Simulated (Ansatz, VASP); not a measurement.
# Sn in VASP and in Ansatz

Contents of INCAR:

```
PREC = Accurate
ENCUT = 520
EDIFF = 1E-6
ISMEAR = 0
SIGMA = 0.1
LREAL = Auto
LASPH = True
NELM = 60
ALGO = Fast
ISIF = 2
LWAVE = False
LCHARG = False
LDIPOL = True
IDIPOL = 3
DIPOL = 0.5 0.5 0.413
GGA = PE
IVDW = 12
NBANDS = 126
```

File KPOINTS:

```
regular mesh
0
Gamma
  3 3 1
```

Contents of POSCAR:

```
Sn
1.0
    9.2964173513      0.0000000000      0.0000000000
   -4.6482086756      8.0509335904      0.0000000000
    0.0000000000      0.0000000000     25.2190581139
Sn
16
Direct
    0.6666666666      0.3333333333      0.3172204118
    0.6666666666      0.8333333333      0.3172204118
    0.1666666666      0.3333333333      0.3172204118
    0.1666666666      0.8333333333      0.3172204118
    0.5000000000      0.5000000000      0.3548432135
    0.5000000000      0.0000000000      0.3548432135
    0.0000000000      0.5000000000      0.3548432135
    0.0000000000      0.0000000000      0.3548432135
   -0.0092925896      0.4841165496      0.4715129267
   -0.0071582429     -0.0143164859      0.4715273381
    0.4934091393      0.4841165496      0.4715129267
    0.4893050117     -0.0213899767      0.4714001225
    0.8264123201      0.6528246402      0.5091777381
    0.8232047447      0.1505569649      0.5078626148
    0.3233077801      0.6466155602      0.5096384134
    0.3273522202      0.1505569649      0.5078626148
```

Input for Ansatz:

```yaml
crystal:
  lattice:
    - [9.2964173513, 0.0, 0.0]
    - [-4.6482086756, 8.0509335904, 0.0]
    - [0.0, 0.0, 25.2190581139]
  atoms:
    - { symbol: Sn, position: [0.6666666666, 0.3333333333, 0.3172204118] }
    - { symbol: Sn, position: [0.6666666666, 0.8333333333, 0.3172204118] }
    - { symbol: Sn, position: [0.1666666666, 0.3333333333, 0.3172204118] }
    - { symbol: Sn, position: [0.1666666666, 0.8333333333, 0.3172204118] }
    - { symbol: Sn, position: [0.5, 0.5, 0.3548432135] }
    - { symbol: Sn, position: [0.5, 0.0, 0.3548432135] }
    - { symbol: Sn, position: [0.0, 0.5, 0.3548432135] }
    - { symbol: Sn, position: [0.0, 0.0, 0.3548432135] }
    - { symbol: Sn, position: [-0.0092925896, 0.4841165496, 0.4715129267] }
    - { symbol: Sn, position: [-0.0071582429, -0.0143164859, 0.4715273381] }
    - { symbol: Sn, position: [0.4934091393, 0.4841165496, 0.4715129267] }
    - { symbol: Sn, position: [0.4893050117, -0.0213899767, 0.4714001225] }
    - { symbol: Sn, position: [0.8264123201, 0.6528246402, 0.5091777381] }
    - { symbol: Sn, position: [0.8232047447, 0.1505569649, 0.5078626148] }
    - { symbol: Sn, position: [0.3233077801, 0.6466155602, 0.5096384134] }
    - { symbol: Sn, position: [0.3273522202, 0.1505569649, 0.5078626148] }
basis:
  ecutwfc: 420
kpoints:
  mp_grid: { grid: [3, 3, 1] }
hamiltonian:
  xc: pbe
  dispersion: d3bj
scf:
  occupations: { method: gaussian, width: 0.1 }
output:
  forces: true
  eigenvalues: true
  write_density: true
  volumetric_format: npy
efield:
  axis: 3
  dipole_correction: true
  ramp_width: 0.04
```

Alike in both runs: task single point; functional PBE; dispersion D3(BJ); k mesh 3 × 3 × 1; occupations gaussian, width 0.1 eV; no spin polarisation.

|  | VASP | Ansatz |
| --- | --- | --- |
| version | VASP 6.6.1 | Ansatz 0.2.0 |
| potentials or method | VASP PAW PBE potentials, release 64 (Sn_d), cutoff 520 eV | scalar-relativistic, plane waves, PAW |
| valence electrons in the cell | 224 | 224 |

```tsv
	VASP	Ansatz	Ansatz less VASP
gap on the k mesh at the Fermi level (eV)	none	none	-
rms of the force components (eV/Å)	0.014	0.014	-0.0002
```

Atom by atom the forces differ by 0.003 eV/Å (rms over components). A gap of «none» marks a metal or a gap that the smearing closes.
